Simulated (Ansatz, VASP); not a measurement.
**Li: VASP beside Ansatz**

```
Li
1.0
     0.00000    3.07838    3.07838
     3.07838    0.00000    3.07838
     3.07838    3.07838    0.00000
Li
2
Direct
  0.12500 0.12500 0.12500
  0.87500 0.87500 0.87500
```

Alike in both runs: task relaxation of cell and atoms; functional PBE; k mesh 9 × 9 × 9; occupations fermi-dirac, width 0.1 eV; no spin polarisation.

|  | VASP | Ansatz |
| --- | --- | --- |
| version | VASP 6.6.1 | Ansatz 0.2.0 |
| potentials or method | VASP PAW PBE potentials, release 64 (Li_sv), cutoff 600 eV | plane waves (420 eV) with PAW, scalar-relativistic |
| valence electrons in the cell | 6 | 6 |

Ansatz gave:

| Quantity | Value |
| --- | --- |
| relaxed volume (Å³/atom) | 25.80 |
| relaxed cell length with the largest relative difference (Å) | 4.179 |

Task: Estimate VASP's values.

Result: Relaxed volume (Å³/atom): 25.14; relaxed cell length with the largest relative difference (Å): 4.143.

Noted on VASP's run: the cutoff is short for stress, so the pressure is rough.
